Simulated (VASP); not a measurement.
# LiF (Pm-3m) in VASP: a series of runs

LiF is run at these levels: r2SCAN+rVV10; tasks: single point, relaxation of cell and atoms.

Program: VASP 6.6.1. These are calculated values, not measurements. Logs are shortened: lines on timing, memory, paths and dates and some standing lists are left out, and cuts for length are marked.

**1. The cell of the first run**

Symmetry: Pm-3m, No. 221, cubic system. The conventional cell has a = 2.507 Å, b = 2.507 Å, c = 2.507 Å, α = 90.00°, β = 90.00°, γ = 90.00°. Within 2.9 Å of Li (site symmetry m-3m) lie 8 F at 2.17 Å and 6 Li at 2.51 Å. F (site symmetry m-3m) has 8 Li at 2.17 Å and 6 F at 2.51 Å within 2.9 Å.

**2. Single point, r2SCAN+rVV10**

POSCAR reads:

```
LiF
1.0
    2.5066385383      0.0000000000      0.0000000000
    0.0000000000      2.5066385383      0.0000000000
    0.0000000000      0.0000000000      2.5066385383
Li F
1 1
Direct
    0.0000000000      0.0000000000      0.0000000000
    0.5000000000      0.5000000000      0.5000000000
```

INCAR.step1 reads:

```
SYSTEM = LiF
PREC = Accurate ; ENCUT = 520
ISMEAR = -1 ; SIGMA = 0.03
LREAL = .False. ; LASPH = .True.
NELM = 60 ; NBANDS = 12
GGA = PE ; ALGO = Normal
EDIFF = 1E-4 ; LWAVE = .True.
LCHARG = .False.
```

INCAR.step2 reads:

```
SYSTEM = LiF
PREC = Accurate ; ENCUT = 520
EDIFF = 1E-6 ; ISMEAR = -1
SIGMA = 0.03 ; LREAL = .False.
LASPH = .True. ; NELM = 60
ALGO = Normal ; ISIF = 2
LWAVE = .False. ; LCHARG = .False.
METAGGA = R2SCAN ; LMIXTAU = .True.
LUSE_VDW = .True. ; IVDW_NL = 2
BPARAM = 11.95 ; CPARAM = 0.0093
NBANDS = 12 ; ISTART = 1
```

KPOINTS reads:

```
regular mesh
0
Gamma
  10 10 10
  0 0 0
```

Potentials or basis: VASP PAW PBE potentials, release 64 (Li_sv, F).

Command:

```sh
cat potpaw_PBE.64/Li_sv/POTCAR potpaw_PBE.64/F/POTCAR > POTCAR
cp INCAR.step1 INCAR
mpirun -np 1 vasp_std > vasp.out
cp INCAR.step2 INCAR
mpirun -np 1 vasp_std > vasp.out
```

OUTCAR:

```text
SYSTEM = LiF
   PREC = Accurate
   ENCUT = 520
   EDIFF = 1E-6
   ISMEAR = -1
   LREAL = .False.
   LASPH = .True.
   NELM = 60
   ISIF = 2
   METAGGA = R2SCAN
   IVDW_NL = 2
   BPARAM = 11.95
   ISTART = 1

 ion  position               nearest neighbor table
   1  0.000  0.000  0.000-   2 2.17   2 2.17   2 2.17   2 2.17   2 2.17   2 2.17   2 2.17   2 2.17

   2  0.500  0.500  0.500-   1 2.17   1 2.17   1 2.17   1 2.17   1 2.17   1 2.17   1 2.17   1 2.17

  LATTYP: Found a simple cubic cell.
 ALAT       =     2.5066385383

  Lattice vectors:

 A1 = (   2.5066385383,   0.0000000000,   0.0000000000)
 A2 = (   0.0000000000,   2.5066385383,   0.0000000000)
 A3 = (   0.0000000000,   0.0000000000,   2.5066385383)

Analysis of symmetry for initial positions (statically):
=====================================================================
 Subroutine PRICEL returns:
 Original cell was already a primitive cell.

 Routine SETGRP: Setting up the symmetry group for a
 simple cubic supercell.

 Subroutine GETGRP returns: Found 48 space group operations
 (whereof 48 operations were pure point group operations)
 out of a pool of 48 trial point group operations.

The static configuration has the point symmetry O_h .

Analysis of symmetry for dynamics (positions and initial velocities):
=====================================================================
 Subroutine PRICEL returns:
 Original cell was already a primitive cell.

 Routine SETGRP: Setting up the symmetry group for a
 simple cubic supercell.

 Subroutine GETGRP returns: Found 48 space group operations
 (whereof 48 operations were pure point group operations)
 out of a pool of 48 trial point group operations.

The dynamic configuration has the point symmetry O_h .

 Subroutine INISYM returns: Found 48 space group operations
 (whereof 48 operations are pure point group operations),
 and found     1 'primitive' translations

----------------------------------------------------------------------------------------

                                     Primitive cell

  volume of cell :      15.7498

  direct lattice vectors                    reciprocal lattice vectors
     2.506638538  0.000000000  0.000000000     0.398940647  0.000000000  0.000000000
     0.000000000  2.506638538  0.000000000     0.000000000  0.398940647  0.000000000
     0.000000000  0.000000000  2.506638538     0.000000000  0.000000000  0.398940647

  length of vectors
     2.506638538  2.506638538  2.506638538     0.398940647  0.398940647  0.398940647

  position of ions in fractional coordinates (direct lattice)
     0.000000000  0.000000000  0.000000000
     0.500000000  0.500000000  0.500000000

  ion indices of the primitive-cell ions
   primitive index   ion index
                 1           1
                 2           2

----------------------------------------------------------------------------------------

 KPOINTS: regular mesh

Automatic generation of k-mesh.
 Grid dimensions read from file:
 generate k-points for:   10   10   10

 Generating k-lattice:

  Cartesian coordinates                     Fractional coordinates (reciprocal lattice)
     0.039894065  0.000000000  0.000000000     0.100000000  0.000000000  0.000000000
     0.000000000  0.039894065  0.000000000     0.000000000  0.100000000  0.000000000
     0.000000000  0.000000000  0.039894065     0.000000000  0.000000000  0.100000000

  Length of vectors
     0.039894065  0.039894065  0.039894065

  Shift w.r.t. Gamma in fractional coordinates (k-lattice)
     0.000000000  0.000000000  0.000000000

 Subroutine IBZKPT returns following result:
 ===========================================

 Found     56 irreducible k-points:

 Following reciprocal coordinates:
            Coordinates               Weight
  0.000000  0.000000  0.000000      1.000000
  0.100000  0.000000  0.000000      6.000000
  0.200000  0.000000  0.000000      6.000000
  0.300000  0.000000  0.000000      6.000000
  0.400000  0.000000  0.000000      6.000000
  0.500000  0.000000  0.000000      3.000000
[... 16 lines left out ...]
  0.200000  0.100000  0.100000     24.000000
  0.300000  0.100000  0.100000     24.000000
 [... further k-points ...]
   k-points           NKPTS =     56   k-points in BZ     NKDIM =     56   number of bands    NBANDS=     12
   number of dos      NEDOS =    301   number of ions     NIONS =      2
   total plane-waves  NPLWV =   8000
   dimension x,y,z NGX =    20 NGY =   20 NGZ =   20
   dimension x,y,z NGXF=    40 NGYF=   40 NGZF=   40
   ions per type =               1   1
   NGX,Y,Z   is equivalent  to a cutoff of  13.26, 13.26, 13.26 a.u.
   NGXF,Y,Z  is equivalent  to a cutoff of  26.53, 26.53, 26.53 a.u.
 SYSTEM =  LiF
   PREC   = accura    normal or accurate (medium, high low for compatibility)
   ISTART =      1    job   : 0-new  1-cont  2-samecut
   ICHARG =      0    charge: 1-file 2-atom 10-const
   ISPIN  =      1    spin polarized calculation?
   LNONCOLLINEAR =      F non collinear calculations
   LSORBIT =      F    spin-orbit coupling
   LASPH  =      T    aspherical Exc in radial PAW
   ENCUT  =  520.0 eV  38.22 Ry    6.18 a.u.   4.66  4.66  4.66*2*pi/ulx,y,z
   NELM   =     60;   NELMIN=  2; NELMDL=  0     # of ELM steps
   EDIFF  = 0.1E-05   stopping-criterion for ELM
   LREAL  =      F    real-space projection
   EDIFFG = 0.1E-04   stopping-criterion for IOM
   NSW    =      0    number of steps for IOM
   IBRION =     -1    ionic relax: 0-MD 1-quasi-New 2-CG
   NFREE  =      0    steps in history (QN), initial steepest desc. (CG)
   ISIF   =      2    stress and relaxation
   ISYM   =      2    0-nonsym 1-usesym 2-fastsym
   POTIM  = 0.5000    time-step for ionic-motion
   TEBEG  =    0.0;   TEEND  =   0.0 temperature during run
   PSTRESS=    0.0 pullay stress
   NELECT =      10.0000    total number of electrons
   NUPDOWN=      -1.0000    fix difference up-down
   EMIN   =  10.00;   EMAX   =-10.00  energy-range for DOS
   EFERMI =   0.00;   METHOD = LEGACY
   ISMEAR =    -1;   SIGMA  =   0.03  broadening in eV -4-tet -1-fermi 0-gaus
   EFERMI_NEDOS =   21; number of points for ismear=-14 and -15
   IALGO  =     38    algorithm
   IMIX   =      4    mixing-type and parameters
     AMIX     =   0.40;   BMIX     =  1.00
     AMIX_MAG =   1.60;   BMIX_MAG =  1.00
  volume/ion in A,a.u.               =       7.87        53.14
  Fermi-wavevector in a.u.,A,eV,Ry     =   1.407072  2.658981 26.937533  1.979853
  Thomas-Fermi vector in A             =   2.529369
   LORBIT       =      0    0 simple, 1 ext, 2 COOP (PROOUT), +10 PAW based schemes
   METAGGA = R2SCAN    functional components
   LHFCALC =     F    Hartree Fock is set to
   AEXX    =    0.0000 exact exchange contribution
   IVDW_NL    =     2    kernel type
   BPARAM     =11.9500
   IVDW    =     0    specifies the selected vdW correction
   LEPSILON=     F    determine dielectric tensor
   LRPA    =     F    only Hartree local field effects (RPA)
 non-spin polarized calculation
  energy-cutoff  :      520.00
  volume of cell :       15.75
 maximum number of plane-waves:       441
 NGX is ok and might be reduce to    20
   NGX =  9   NGY =  9   NGZ =  9

 number of electron      10.0000021 magnetization

 Free energy of the ion-electron system (eV)
  ---------------------------------------------------
  ext. energy  EPLUGINS =         0.00000000
  ---------------------------------------------------
  free energy    TOTEN  =       -10.95322880 eV

  energy without entropy =      -10.95322880  energy(sigma->0) =      -10.95322880

 E-fermi :   0.6128     XC(G=0): -10.8502

 val. band max:       -0.0478912505   @ k =   0.5000   0.5000   0.0000
 cond. band min:       9.1240696031   @ k =   0.0000   0.0000   0.0000
 fundamental gap:      9.1719608536
 Fermi energy:         0.6128311123

 k-point     1 :       0.0000    0.0000    0.0000
  band No.  band energies     occupation
      1     -43.9840      2.00000
      2     -22.2612      2.00000
      3      -0.8013      2.00000
      4      -0.8013      2.00000
      5      -0.8013      2.00000
      6       9.1241      0.00000
      7      20.1657      0.00000
      8      20.1657      0.00000
      9      23.4004      0.00000
     10      23.4004      0.00000
     11      23.4004      0.00000
     12      40.7807      0.00000

 k-point     2 :       0.1000    0.0000    0.0000
  band No.  band energies     occupation
      1     -43.9787      2.00000
      2     -22.2162      2.00000
      3      -1.1749      2.00000
      4      -0.7612      2.00000
      5      -0.7612      2.00000
      6       9.3521      0.00000
      7      18.9855      0.00000
      8      20.4093      0.00000
      9      23.3327      0.00000
     10      23.3327      0.00000
     11      25.2320      0.00000
     12      39.3189      0.00000

 k-point     3 :       0.2000    0.0000    0.0000
  band No.  band energies     occupation
      1     -43.9645      2.00000
      2     -22.0949      2.00000
      3      -2.0647      2.00000
      4      -0.6545      2.00000
      5      -0.6545      2.00000
      6       9.8296      0.00000
      7      17.5123      0.00000
      8      21.1402      0.00000
      9      23.1353      0.00000
     10      23.1353      0.00000
     11      28.6380      0.00000
     12      35.7568      0.00000

 k-point     4 :       0.3000    0.0000    0.0000
  band No.  band energies     occupation
      1     -43.9471      2.00000
      2     -21.9397      2.00000
      3      -3.0401      2.00000
      4      -0.5195      2.00000
      5      -0.5195      2.00000
      6      10.2076      0.00000
      7      16.5651      0.00000
      8      22.3567      0.00000
      9      22.8438      0.00000
     10      22.8438      0.00000
     11      32.1164      0.00000
     12      32.7184      0.00000

 k-point     5 :       0.4000    0.0000    0.0000
  band No.  band energies     occupation
      1     -43.9329      2.00000
      2     -21.8082      2.00000
      3      -3.7596      2.00000
      4      -0.4075      2.00000
      5      -0.4075      2.00000
      6      10.3626      0.00000
      7      16.1294      0.00000
      8      22.5779      0.00000
      9      22.5779      0.00000
     10      24.0548      0.00000
     11      28.9616      0.00000
     12      35.4357      0.00000
[... 228 lines left out ...]
      1     -43.8818      2.00000
      2     -21.1578      2.00000
      3      -3.6247      2.00000
      4      -3.6247      2.00000
      5      -0.0479      2.00000
      6      14.9277      0.00000
      7      15.2984      0.00000
      8      15.2984      0.00000
      9      21.1696      0.00000
     10      26.8664      0.00000
     11      30.6672      0.00000
     12      30.6672      0.00000

 k-point    22 :       0.1000    0.1000    0.1000
  band No.  band energies     occupation
      1     -43.9682      2.00000
      2     -22.1237      2.00000
      3      -1.1542      2.00000
      4      -1.0655      2.00000
      5      -1.0655      2.00000
      6       9.8573      0.00000
      7      18.7981      0.00000
      8      18.7981      0.00000
      9      23.1185      0.00000
     10      25.9783      0.00000
     11      25.9783      0.00000
     12      36.1701      0.00000

 k-point    23 :       0.2000    0.1000    0.1000
  band No.  band energies     occupation
      1     -43.9545      2.00000
      2     -21.9987      2.00000
      3      -1.9882      2.00000
      4      -1.0337      2.00000
      5      -0.9409      2.00000
      6      10.4159      0.00000
      7      17.4277      0.00000
      8      19.0688      0.00000
      9      23.0391      0.00000
     10      25.9055      0.00000
     11      29.1198      0.00000
     12      33.7371      0.00000

 k-point    24 :       0.3000    0.1000    0.1000
  band No.  band energies     occupation
      1     -43.9377      2.00000
      2     -21.8388      2.00000
      3      -2.9620      2.00000
      4      -0.9274      2.00000
      5      -0.7825      2.00000
      6      10.9020      0.00000
      7      16.4351      0.00000
      8      19.3972      0.00000
      9      22.9945      0.00000
     10      25.8246      0.00000
     11      31.9196      0.00000
     12      32.2963      0.00000

 [... further k-points ...]

------------------------ aborting loop because EDIFF is reached ----------------------------------------

  FORCE on cell =-STRESS in cart. coord.  units (eV):
  Direction    XX          YY          ZZ          XY          YZ          ZX
  --------------------------------------------------------------------------------------
  -------------------------------------------------------------------------------------
  Total       -0.1172945     -0.1172945     -0.1172945      0.0000000      0.0000000     -0.0000000
  in kB      -11.9319956    -11.9319956    -11.9319956      0.0000000      0.0000000     -0.0000000
  external PRESSURE =     -11.9319956 kB  Pullay stress =       0.0000000 kB

 VOLUME and BASIS-vectors are now :
 -----------------------------------------------------------------------------
  energy-cutoff  :      520.00
  volume of cell :       15.75
      direct lattice vectors                 reciprocal lattice vectors
     2.506638538  0.000000000  0.000000000     0.398940647  0.000000000  0.000000000
     0.000000000  2.506638538  0.000000000     0.000000000  0.398940647  0.000000000
     0.000000000  0.000000000  2.506638538     0.000000000  0.000000000  0.398940647

 POSITION                                       TOTAL-FORCE (eV/Angst)
 -----------------------------------------------------------------------------------
      0.00000      0.00000      0.00000         0.000000      0.000000      0.000000
      1.25332      1.25332      1.25332         0.000000      0.000000      0.000000
 -----------------------------------------------------------------------------------
    total drift:                               -0.000000      0.000000      0.000000

  FREE ENERGIE OF THE ION-ELECTRON SYSTEM (eV)
  ---------------------------------------------------
  free  energy   TOTEN  =       -10.9532287971 eV

  energy  without entropy=      -10.9532287971  energy(sigma->0) =      -10.95322880
```

Run time: 20 s. Hardware: 1 thread of Intel Xeon 6975P-C (Granite Rapids), shared host; peak memory 0.17 GiB.

Results:

| Property | Result |
| --- | --- |
| Free energy | -10.9532 eV |
| Band gap on the k mesh | 9.17 eV (least direct gap 9.93 eV) |

Caveat: the cutoff is under 1.25 times the usual one of these potentials, so pressure, stress and relaxed cells hold a basis-set (Pulay) error; the PAW data sets were made with another functional, which shifts forces and pressure a little.

**3. Relaxation of cell and atoms, r2SCAN+rVV10**

This run uses another cell than the first one, of 8.03 Å³/atom.

POSCAR reads:

```
LiF
1.0
    2.5228158766      0.0000000000      0.0000000000
    0.0000000000      2.5228158766      0.0000000000
    0.0000000000      0.0000000000      2.5228158766
Li F
1 1
Direct
    0.0000000000      0.0000000000      0.0000000000
    0.5000000000      0.5000000000      0.5000000000
```

INCAR.step1 reads:

```
SYSTEM = LiF
PREC = Accurate
ENCUT = 600
ISMEAR = -1
SIGMA = 0.03
LREAL = .FALSE.
LASPH = .TRUE.
NELM = 60
GGA = PE
ALGO = Normal
EDIFF = 1E-4
LWAVE = .TRUE.
LCHARG = .FALSE.
```

INCAR.step2 reads:

```
SYSTEM = LiF
PREC = Accurate
ENCUT = 600
EDIFF = 1E-6
ISMEAR = -1
SIGMA = 0.03
LREAL = .FALSE.
LASPH = .TRUE.
NELM = 60
ALGO = Normal
ISIF = 3
LWAVE = .FALSE.
LCHARG = .FALSE.
METAGGA = R2SCAN
LMIXTAU = .TRUE.
LUSE_VDW = .TRUE.
IVDW_NL = 2
BPARAM = 11.95
CPARAM = 0.0093
IBRION = 2
NSW = 100
EDIFFG = -0.01
ISTART = 1
```

KPOINTS reads:

```
Automatic mesh
0
G
  10 10 10
  0 0 0
```

Potentials or basis: VASP PAW PBE potentials, release 64 (Li_sv, F).

Command:

```sh
cat potpaw_PBE.64/Li_sv/POTCAR potpaw_PBE.64/F/POTCAR > POTCAR
cp INCAR.step1 INCAR
mpirun -np 1 vasp_std > vasp.out
cp INCAR.step2 INCAR
mpirun -np 1 vasp_std > vasp.out
```

It took 73 s on 1 thread of Intel Xeon 6975P-C (Granite Rapids), shared host; peak memory 0.17 GiB.

Results (log left out):

```yaml
Free_energy: -10.9590 eV
Relaxed_volume: 7.75 Å³/atom
Relaxed_cell: a = 2.493 Å, b = 2.493 Å, c = 2.493 Å, α = 90.00°, β = 90.00°, γ = 90.00°
Space_group_after_relaxing_to_0.1_Å: Pm-3m (No. 221)
Energy_gained_by_relaxing: 2.8 meV/atom
Ionic_steps: 5
Pressure_after_relaxing: 0.0 GPa
Band_gap_on_the_k_mesh: 9.33 eV (least direct gap 10.10 eV)
```

Step by step:
```
step  energy change (eV)  largest force (eV/Å)  pressure (GPa)  volume (Å³)
   1              0.0000                0.0000           -2.86        16.06
   2             -0.0045                0.0000           -1.27        15.73
   3             -0.0055                0.0000           -0.46        15.58
   4             -0.0049                0.0000            1.30        15.28
   5             -0.0056                0.0000            0.02        15.50
```

Final structure:
```
Li F
1.0
     2.49319    0.00000    0.00000
     0.00000    2.49319    0.00000
     0.00000    0.00000    2.49319
Li F
1 1
Direct
  0.00000 0.00000 0.00000
  0.50000 0.50000 0.50000
```

Levels at points of the mesh, in eV from the valence-band top:
```tsv
k point	band 2	band 3	band 4	band 5	band 6	band 7	band 8	band 9
(0.00, 0.00, 0.00)	-22.29	-0.77	-0.77	-0.77	9.33	20.32	20.32	23.66
(0.50, 0.00, 0.00)	-21.77	-4.05	-0.32	-0.32	10.53	16.27	22.67	22.67
(0.50, 0.50, 0.00)	-21.15	-3.66	-3.66	0.00	15.10	15.48	15.48	21.40
(0.50, 0.50, 0.50)	-20.63	-2.57	-2.57	-2.57	12.33	12.33	12.33	26.78
```

Caveat: the cutoff is under 1.25 times the usual one of these potentials, so pressure, stress and relaxed cells hold a basis-set (Pulay) error; the PAW data sets were made with another functional, which shifts forces and pressure a little. A k mesh can miss the band edges.
